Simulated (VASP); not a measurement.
A run of VASP 6.6.1 is set up as follows.

File INCAR:

```
SYSTEM = Co
ALGO = Normal ; EDIFF = 1E-6
ENCUT = 520 ; GGA = PE
ISIF = 2 ; ISMEAR = -1
ISPIN = 2 ; ISYM = 0
LASPH = .TRUE. ; LCHARG = .FALSE.
LMAXMIX = 4 ; LORBIT = 11
LREAL = .FALSE. ; LWAVE = .FALSE.
MAGMOM = 3 3 ; NBANDS = 20
NELM = 150 ; PREC = Accurate
SIGMA = 0.1
```

KPOINTS

```
k-points
0
G
  13 7 13
  0 0 0
```

The input POSCAR:

```
Co
1.0
    0.0000000000      1.7844000000      1.7844000000
    3.5688000000      0.0000000000      3.5688000000
    1.7844000000      1.7844000000      0.0000000000
Co
2
Direct
    0.0000000000      0.0000000000      0.0000000000
    0.0000000000      0.5000000000      0.0000000000
```

Potentials or basis: VASP PAW PBE potentials, release 64 (Co).

Command:

```console
$ cat potpaw_PBE.64/Co/POTCAR > POTCAR
$ mpirun -np 1 vasp_std > vasp.out
```

(1) Predict the pressure.

(2) What does it give for the site moments?

(3) Predict the net moment.

Results:

(1) -8.3 GPa.

(2) Co +1.68 μB.

(3) 3.32 μB per cell.

Caveat: the cell stands under tension.
